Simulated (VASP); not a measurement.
Write the native input for VASP 6.6.1 that does the following.

```
Task                   : single point
Functional             : PBE
Potentials or basis    : VASP PAW PBE potentials, release 64 (Bi_d, Te)
Cutoff                 : 520 eV
k mesh                 : 8 × 8 × 6
Occupations            : gaussian, width 0.1 eV
Spin                   : no spin polarisation
Dipole correction      : no
Further INCAR settings : ALGO = Fast; EDIFF = 1e-07; NBANDS = 45
```

The structure of Bi2Te lies in POSCAR:

```
Bi2Te
1.0
    4.4334922171      0.0000000000      0.0000000000
    0.0000000000      4.4334922171      0.0000000000
    0.0000000000      0.0000000000     11.4192579040
Bi Te
4 2
Direct
    0.0000000000      0.5000000000      0.3045351119
    0.0000000000      0.5000000000      0.8045351119
    0.5000000000      0.0000000000      0.1954648881
    0.5000000000      0.0000000000      0.6954648881
    0.0000000000      0.0000000000      0.0000000000
    0.5000000000      0.5000000000      0.5000000000
```

These files were run (other wordings do the same):

INCAR

```
PREC = Accurate
ENCUT = 520
EDIFF = 1E-7
ISMEAR = 0
SIGMA = 0.1
LREAL = False
LASPH = True
NELM = 100
ALGO = Fast
ISIF = 2
LWAVE = False
LCHARG = True
GGA = PE
LELF = True
LVHAR = True
NBANDS = 45
```

KPOINTS

```
regular mesh
0
Gamma
  8 8 6
```

Potentials or basis: VASP PAW PBE potentials, release 64 (Bi_d, Te).

Launch:

```console
$ cat potpaw_PBE.64/Bi_d/POTCAR potpaw_PBE.64/Te/POTCAR > POTCAR
$ mpirun -np 1 vasp_std > vasp.out
```

Results of the run:

```yaml
Pressure: 0.0 GPa
Band_gap_on_the_k_mesh: zero (bands 36 and 37 overlap by 0.67 eV)
```

Caveat: spin-orbit coupling is left out, which moves the levels of the heavy elements.

Run time: 22 min on 1 thread of Intel Xeon 8259CL, with other jobs on the host, peak memory 0.65 GiB.
